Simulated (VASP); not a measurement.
# BiH2 (P-3m1) in VASP: a series of runs

The runs below take BiH2 through single point, relaxation of cell and atoms, with PBE+D3(BJ).

Everything below comes from runs of VASP 6.6.1. Logs are shortened: lines on timing, memory, paths and dates and some standing lists are left out, and cuts for length are marked.

## 1. The cell of the first run

It takes space group P-3m1 (No. 164, trigonal). The conventional cell has a = 3.840 Å, b = 3.840 Å, c = 3.190 Å, α = 90.00°, β = 90.00°, γ = 120.00°. Bi (site symmetry -3m) has 6 H at 2.28 Å within 3.0 Å. H (site symmetry 3m) has 3 Bi at 2.28 Å and 8 H at 2.48 to 3.19 Å within 3.2 Å.

## 2. Single point, PBE+D3(BJ)

The input, INCAR:

```
PREC = Accurate
ENCUT = 520
EDIFF = 1E-6
ISMEAR = 0
SIGMA = 0.1
LREAL = F
LASPH = T
NELM = 60
ALGO = Normal
ISIF = 2
LWAVE = F
LCHARG = F
GGA = PE
IVDW = 12
NBANDS = 16
```

The input, KPOINTS:

```
Automatic mesh
0
Gamma
  6 6 6
```

The input, POSCAR:

```
BiH2
1.0
    3.8404966152      0.0000000000      0.0000000000
   -1.9202483076      3.3259676319      0.0000000000
    0.0000000000      0.0000000000      3.1899341429
Bi H
1 2
Direct
    0.0000000000      0.0000000000      0.0000000000
    0.3333333333      0.6666666667      0.8276062261
    0.6666666667      0.3333333333      0.1723937739
```

Potentials or basis: VASP PAW PBE potentials, release 64 (Bi_d, H).

On the command line:

```sh
cat potpaw_PBE.64/Bi_d/POTCAR potpaw_PBE.64/H/POTCAR > POTCAR
mpirun -np 1 vasp_std > vasp.out
```

OUTCAR:

```text
PREC = Accurate
   ENCUT = 520
   EDIFF = 1E-6
   ISMEAR = 0
   LREAL = F
   LASPH = T
   NELM = 60
   ISIF = 2
   GGA = PE
   IVDW = 12
 IVDW          = 12

 ion  position               nearest neighbor table
   1  0.000  0.000  0.000-   2 2.28   3 2.28   2 2.28   3 2.28   3 2.28   2 2.28
   2  0.333  0.667  0.828-   1 2.28   1 2.28   1 2.28
   3  0.667  0.333  0.172-   1 2.28   1 2.28   1 2.28

  LATTYP: Found a hexagonal cell.
 ALAT       =     3.8404966152
 C/A-ratio  =     0.8306045969

  Lattice vectors:

 A1 = (   3.8404966152,   0.0000000000,   0.0000000000)
 A2 = (  -1.9202483076,   3.3259676319,   0.0000000000)
 A3 = (   0.0000000000,   0.0000000000,   3.1899341429)

Analysis of symmetry for initial positions (statically):
=====================================================================
 Subroutine PRICEL returns:
 Original cell was already a primitive cell.

 Routine SETGRP: Setting up the symmetry group for a
 hexagonal supercell.

 Subroutine GETGRP returns: Found 12 space group operations
 (whereof 12 operations were pure point group operations)
 out of a pool of 24 trial point group operations.

The static configuration has the point symmetry D_3d.

Analysis of symmetry for dynamics (positions and initial velocities):
=====================================================================
 Subroutine PRICEL returns:
 Original cell was already a primitive cell.

 Routine SETGRP: Setting up the symmetry group for a
 hexagonal supercell.

 Subroutine GETGRP returns: Found 12 space group operations
 (whereof 12 operations were pure point group operations)
 out of a pool of 24 trial point group operations.

The dynamic configuration has the point symmetry D_3d.

 Subroutine INISYM returns: Found 12 space group operations
 (whereof 12 operations are pure point group operations),
 and found     1 'primitive' translations

----------------------------------------------------------------------------------------

                                     Primitive cell

  volume of cell :      40.7462

  direct lattice vectors                    reciprocal lattice vectors
     3.840496615  0.000000000  0.000000000     0.260382992  0.150332191  0.000000000
    -1.920248308  3.325967632  0.000000000     0.000000000  0.300664381  0.000000000
     0.000000000  0.000000000  3.189934143     0.000000000  0.000000000  0.313486096

  length of vectors
     3.840496615  3.840496615  3.189934143     0.300664381  0.300664381  0.313486096

  position of ions in fractional coordinates (direct lattice)
     0.000000000  0.000000000  0.000000000
     0.333333333  0.666666667  0.827606226
     0.666666667  0.333333333  0.172393774

  ion indices of the primitive-cell ions
   primitive index   ion index
                 1           1
                 2           2
                 3           3

----------------------------------------------------------------------------------------

 KPOINTS: Automatic mesh

Automatic generation of k-mesh.
 Grid dimensions read from file:
 generate k-points for:    6    6    6

 Generating k-lattice:

  Cartesian coordinates                     Fractional coordinates (reciprocal lattice)
     0.043397165  0.025055365  0.000000000     0.166666667  0.000000000  0.000000000
     0.000000000  0.050110730  0.000000000     0.000000000  0.166666667  0.000000000
     0.000000000  0.000000000  0.052247683     0.000000000  0.000000000  0.166666667

  Length of vectors
     0.050110730  0.050110730  0.052247683

  Shift w.r.t. Gamma in fractional coordinates (k-lattice)
     0.000000000  0.000000000  0.000000000

 Subroutine IBZKPT returns following result:
 ===========================================

 Found     34 irreducible k-points:

 Following reciprocal coordinates:
            Coordinates               Weight
  0.000000  0.000000  0.000000      1.000000
  0.166667 -0.000000  0.000000      6.000000
  0.333333 -0.000000  0.000000      6.000000
  0.500000 -0.000000  0.000000      3.000000
  0.166667  0.166667  0.000000      6.000000
  0.333333  0.166667  0.000000     12.000000
[... 16 lines left out ...]
  0.500000 -0.000000  0.333333      6.000000
  0.166667  0.166667  0.333333     12.000000
 [... further k-points ...]
   k-points           NKPTS =     34   k-points in BZ     NKDIM =     34   number of bands    NBANDS=     16
   number of dos      NEDOS =    301   number of ions     NIONS =      3
   total plane-waves  NPLWV =  21600
   dimension x,y,z NGX =    30 NGY =   30 NGZ =   24
   dimension x,y,z NGXF=    60 NGYF=   60 NGZF=   48
   ions per type =               1   2
   NGX,Y,Z   is equivalent  to a cutoff of  12.99, 12.99, 12.51 a.u.
   NGXF,Y,Z  is equivalent  to a cutoff of  25.97, 25.97, 25.02 a.u.
 SYSTEM =  unknown system
   PREC   = accura    normal or accurate (medium, high low for compatibility)
   ISTART =      0    job   : 0-new  1-cont  2-samecut
   ICHARG =      2    charge: 1-file 2-atom 10-const
   ISPIN  =      1    spin polarized calculation?
   LNONCOLLINEAR =      F non collinear calculations
   LSORBIT =      F    spin-orbit coupling
   LASPH  =      T    aspherical Exc in radial PAW
   ENCUT  =  520.0 eV  38.22 Ry    6.18 a.u.   7.14  7.14  5.93*2*pi/ulx,y,z
   NELM   =     60;   NELMIN=  2; NELMDL= -5     # of ELM steps
   EDIFF  = 0.1E-05   stopping-criterion for ELM
   LREAL  =      F    real-space projection
   EDIFFG = 0.1E-04   stopping-criterion for IOM
   NSW    =      0    number of steps for IOM
   IBRION =     -1    ionic relax: 0-MD 1-quasi-New 2-CG
   NFREE  =      0    steps in history (QN), initial steepest desc. (CG)
   ISIF   =      2    stress and relaxation
   ISYM   =      2    0-nonsym 1-usesym 2-fastsym
   POTIM  = 0.5000    time-step for ionic-motion
   TEBEG  =    0.0;   TEEND  =   0.0 temperature during run
   PSTRESS=    0.0 pullay stress
   NELECT =      17.0000    total number of electrons
   NUPDOWN=      -1.0000    fix difference up-down
   EMIN   =  10.00;   EMAX   =-10.00  energy-range for DOS
   EFERMI =   0.00;   METHOD = LEGACY
   ISMEAR =     0;   SIGMA  =   0.10  broadening in eV -4-tet -1-fermi 0-gaus
   EFERMI_NEDOS =   21; number of points for ismear=-14 and -15
   IALGO  =     38    algorithm
   IMIX   =      4    mixing-type and parameters
     AMIX     =   0.40;   BMIX     =  1.00
     AMIX_MAG =   1.60;   BMIX_MAG =  1.00
  volume/ion in A,a.u.               =      13.58        91.66
  Fermi-wavevector in a.u.,A,eV,Ry     =   1.223288  2.311679 20.360219  1.496434
  Thomas-Fermi vector in A             =   2.358404
   LORBIT       =      0    0 simple, 1 ext, 2 COOP (PROOUT), +10 PAW based schemes
   GGA     = PE    functional components
   LHFCALC =     F    Hartree Fock is set to
   AEXX    =    0.0000 exact exchange contribution
   IVDW    =    12    specifies the selected vdW correction
   LEPSILON=     F    determine dielectric tensor
   LRPA    =     F    only Hartree local field effects (RPA)
 non-spin polarized calculation
 Gauss-broadening in eV      SIGMA  =   0.10
  energy-cutoff  :      520.00
  volume of cell :       40.75
 maximum number of plane-waves:      1110
 NGX is ok and might be reduce to    30
   NGX = 15   NGY = 15   NGZ = 11

 number of electron      17.0000002 magnetization

 Free energy of the ion-electron system (eV)
  ---------------------------------------------------
  ext. energy  EPLUGINS =         0.00000000
  ---------------------------------------------------
  free energy    TOTEN  =        -8.94960423 eV

  energy without entropy =       -8.94710638  energy(sigma->0) =       -8.94835530

 E-fermi :   6.1848     XC(G=0):  -9.8077

 val. band max:        6.1410679542   @ k =   0.3333  -0.0000   0.1667
 cond. band min:       6.4343429753   @ k =   0.1667  -0.0000   0.5000
 fundamental gap:      0.2932750211
 Fermi energy:         6.1847674328

 k-point     1 :       0.0000    0.0000    0.0000
  band No.  band energies     occupation
      1     -17.3773      2.00000
      2     -17.2063      2.00000
      3     -17.2063      2.00000
      4     -17.0991      2.00000
      5     -17.0991      2.00000
      6      -7.6263      2.00000
[... 8 lines left out ...]
     15      21.7893      0.00000
     16      21.8323      0.00000

 k-point     2 :       0.1667   -0.0000    0.0000
  band No.  band energies     occupation
      1     -17.3691      2.00000
      2     -17.2103      2.00000
      3     -17.1912      2.00000
      4     -17.1044      2.00000
      5     -17.1003      2.00000
      6      -7.2984      2.00000
[... 8 lines left out ...]
     15      19.9996      0.00000
     16      20.6299      0.00000

 k-point     3 :       0.3333   -0.0000    0.0000
  band No.  band energies     occupation
      1     -17.3548      2.00000
      2     -17.2169      2.00000
      3     -17.1608      2.00000
      4     -17.1149      2.00000
      5     -17.1026      2.00000
      6      -6.4205      2.00000
[... 8 lines left out ...]
     15      18.1728      0.00000
     16      20.2177      0.00000

 k-point     4 :       0.5000   -0.0000    0.0000
  band No.  band energies     occupation
      1     -17.3490      2.00000
      2     -17.2192      2.00000
      3     -17.1456      2.00000
      4     -17.1201      2.00000
      5     -17.1038      2.00000
      6      -5.7327      2.00000
[... 8 lines left out ...]
     15      19.4944      0.00000
     16      21.0248      0.00000
[... 324 lines left out ...]
 k-point    22 :       0.0000    0.3333    0.3333
  band No.  band energies     occupation
      1     -17.2146      2.00000
      2     -17.2015      2.00000
      3     -17.1853      2.00000
      4     -17.1525      2.00000
      5     -17.0909      2.00000
      6      -5.1337      2.00000
[... 8 lines left out ...]
     15      18.4907      0.00000
     16      20.3232      0.00000

 k-point    23 :       0.5000   -0.0000    0.3333
  band No.  band energies     occupation
      1     -17.2220      2.00000
      2     -17.2081      2.00000
      3     -17.1868      2.00000
      4     -17.1380      2.00000
      5     -17.0777      2.00000
      6      -4.4220      2.00000
[... 8 lines left out ...]
     15      20.9375      0.00000
     16      21.8329      0.00000

 k-point    24 :       0.1667    0.1667    0.3333
  band No.  band energies     occupation
      1     -17.2028      2.00000
      2     -17.1970      2.00000
      3     -17.1857      2.00000
      4     -17.1682      2.00000
      5     -17.0974      2.00000
      6      -5.4025      2.00000
[... 8 lines left out ...]
     15      18.1885      0.00000
     16      19.5950      0.00000

 [... further k-points ...]

------------------------ aborting loop because EDIFF is reached ----------------------------------------

 Edisp (eV)   -0.62387

 E8    (eV) :    -0.2698

  FORCE on cell =-STRESS in cart. coord.  units (eV):
  Direction    XX          YY          ZZ          XY          YZ          ZX
  --------------------------------------------------------------------------------------
  -------------------------------------------------------------------------------------
  Total      -0.04624    -0.04624     0.02881     0.00000    -0.00000     0.00000
  in kB      -1.81807    -1.81807     1.13296     0.00000    -0.00000     0.00000
  external pressure =       -0.83 kB  Pullay stress =        0.00 kB

 VOLUME and BASIS-vectors are now :
 -----------------------------------------------------------------------------
  energy-cutoff  :      520.00
  volume of cell :       40.75
      direct lattice vectors                 reciprocal lattice vectors
     3.840496615  0.000000000  0.000000000     0.260382992  0.150332191  0.000000000
    -1.920248308  3.325967632  0.000000000     0.000000000  0.300664381  0.000000000
     0.000000000  0.000000000  3.189934143     0.000000000  0.000000000  0.313486096

 POSITION                                       TOTAL-FORCE (eV/Angst)
 -----------------------------------------------------------------------------------
      0.00000      0.00000      0.00000         0.000000      0.000000      0.000000
     -0.00000      2.21731      2.64001        -0.000000     -0.000000      0.000427
      1.92025      1.10866      0.54992        -0.000000      0.000000     -0.000427
 -----------------------------------------------------------------------------------
    total drift:                                0.000000     -0.000000     -0.000000

  FREE ENERGIE OF THE ION-ELECTRON SYSTEM (eV)
  ---------------------------------------------------
  free  energy   TOTEN  =        -9.5734789301 eV

  energy  without entropy=       -9.5709810853  energy(sigma->0) =       -9.57223001
```

Run time: 34 s. Hardware: 1 thread of AMD EPYC 7R13, shared host; peak memory 0.15 GiB.

What came out:

```yaml
Free_energy: -9.5735 eV
Pressure: -0.1 GPa
Band_gap_on_the_k_mesh: zero (an odd number of electrons rules out a gap without spin polarisation)
Dispersion_energy_per_atom: -0.208 eV
```

Stress tensor (GPa, compression positive):
```
-0.18  0.00  0.00
 0.00 -0.18  0.00
 0.00  0.00  0.11
```

Levels at points of the mesh, in eV from the Fermi level:
| k point | band 6 | band 7 | band 8 | band 9 | band 10 | band 11 |
| --- | --- | --- | --- | --- | --- | --- |
| (0.00, 0.00, 0.00) | -13.81 | -1.48 | -0.48 | 1.09 | 1.09 | 4.38 |
| (0.50, 0.00, 0.00) | -11.92 | -7.56 | -2.12 | -0.79 | 4.59 | 7.50 |
| (0.00, 0.00, 0.50) | -11.83 | -6.04 | 0.83 | 0.98 | 3.05 | 3.05 |
| (0.50, 0.00, 0.50) | -9.87 | -6.07 | -3.64 | -2.07 | 1.16 | 3.36 |

Caveat: spin-orbit coupling is left out, which moves the levels of the heavy elements.

## 3. Relaxation of cell and atoms, PBE+D3(BJ)

This run uses another cell than the first one, of 17.51 Å³/atom.

The input, INCAR:

```
SYSTEM = BiH2
PREC = Accurate
ENCUT = 600
EDIFF = 1E-6
ISMEAR = 0
SIGMA = 0.1
LREAL = .False.
LASPH = .True.
NELM = 60
ALGO = Normal
ISIF = 3
LWAVE = .False.
LCHARG = .False.
GGA = PE
IVDW = 12
IBRION = 2
NSW = 90
EDIFFG = -0.04
```

The input, KPOINTS:

```
Automatic mesh
0
Gamma
  6 6 4
  0 0 0
```

The input, POSCAR:

```
BiH2
1.0
    3.4545000000      0.0000000000      0.0000000000
   -1.7272500000      2.9916847600      0.0000000000
    0.0000000000      0.0000000000      5.0818671600
Bi H
1 2
Direct
    0.0000000000      0.0000000000      0.0000000000
    0.3333333300      0.6666666700      0.7200045700
    0.6666666700      0.3333333300      0.2799954300
```

Potentials or basis: VASP PAW PBE potentials, release 64 (Bi_d, H).

On the command line:

```sh
cat potpaw_PBE.64/Bi_d/POTCAR potpaw_PBE.64/H/POTCAR > POTCAR
mpirun -np 1 vasp_std > vasp.out
```

Wall time 5.2 min (1 thread of AMD EPYC 7R13, shared host); peak memory 0.18 GiB.

It converged, with:

```yaml
Free_energy: -9.4711 eV
Relaxed_volume: 14.01 Å³/atom
Relaxed_cell: a = 3.705 Å, b = 3.705 Å, c = 3.536 Å, α = 90.00°, β = 90.00°, γ = 120.00°
Space_group_after_relaxing_to_0.1_Å: P-3m1 (No. 164)
Energy_gained_by_relaxing: 316.9 meV/atom
Ionic_steps: 14
Pressure_after_relaxing: -0.1 GPa
Largest_force_after_relaxing: 0.006 eV/Å
Band_gap_on_the_k_mesh: zero (an odd number of electrons rules out a gap without spin polarisation)
Dispersion_energy_per_atom: -0.200 eV
```

Forces on the atoms (eV/Å):
```
Bi   0.000  0.000  0.000
H    0.000  0.000  0.006
H    0.000  0.000 -0.006
```

Stress tensor (GPa, compression positive):
```
-0.10  0.00  0.00
 0.00 -0.10  0.00
 0.00  0.00  0.00
```

The path:
| step | energy change (eV) | largest force (eV/Å) | pressure (GPa) | volume (Å³) |
| --- | --- | --- | --- | --- |
| 1 | 0.0000 | 0.5013 | -1.53 | 52.52 |
| 2 | -0.1037 | 0.5095 | -1.14 | 51.23 |
| 3 | -0.4244 | 0.5322 | -0.62 | 47.14 |
| 4 | -0.8766 | 0.0334 | 5.13 | 37.95 |
| 5 | -0.8955 | 0.2058 | 1.43 | 40.80 |
| 6 | -0.9156 | 0.1206 | 2.79 | 39.56 |
| 7 | -0.9152 | 0.1984 | -2.23 | 42.45 |
| 8 | -0.9330 | 0.1654 | 0.06 | 40.96 |
| 9 | -0.9411 | 0.1310 | -0.16 | 41.43 |
| 10 | -0.9485 | 0.0403 | -0.56 | 42.63 |
| 11 | -0.9486 | 0.0490 | -0.70 | 42.51 |
| 12 | -0.9477 | 0.0378 | 1.13 | 41.53 |
| 13 | -0.9499 | 0.0119 | 0.08 | 42.08 |
| 14 | -0.9507 | 0.0057 | -0.07 | 42.03 |

Final structure:
```cif
data_structure
_symmetry_space_group_name_H-M 'P 1'
_symmetry_Int_Tables_number 1
_cell_length_a 3.7050
_cell_length_b 3.7050
_cell_length_c 3.5355
_cell_angle_alpha 90.000
_cell_angle_beta 90.000
_cell_angle_gamma 120.000
_cell_volume 42.03
loop_
_atom_site_label
_atom_site_type_symbol
_atom_site_fract_x
_atom_site_fract_y
_atom_site_fract_z
_atom_site_occupancy
Bi1 Bi 0.00000 0.00000 0.00000 1
H1 H 0.33333 0.66667 0.79499 1
H2 H 0.66667 0.33333 0.20501 1
```

Levels at points of the mesh, in eV from the Fermi level:
| k point | band 5 | band 6 | band 7 | band 8 | band 9 | band 10 | band 11 | band 12 |
| --- | --- | --- | --- | --- | --- | --- | --- | --- |
| (0.00, 0.00, 0.00) | -23.09 | -13.56 | -2.40 | 0.53 | 2.26 | 2.26 | 3.71 | 5.11 |
| (0.50, 0.00, 0.00) | -23.09 | -11.23 | -7.45 | -1.82 | 0.00 | 2.80 | 7.46 | 7.77 |
| (0.00, 0.00, 0.50) | -23.08 | -12.42 | -6.12 | 1.46 | 1.78 | 3.40 | 3.40 | 8.87 |
| (0.50, 0.00, 0.50) | -23.01 | -10.14 | -6.45 | -2.70 | -2.42 | 1.17 | 3.82 | 4.40 |

Caveat: the volume moved by over 15 % at a fixed basis, so the end points are rough; spin-orbit coupling is left out, which moves the levels of the heavy elements.

(Continued in part 2 of 2.)

The gap in the log of VASP goes by the Fermi energy; the results here count the filled bands.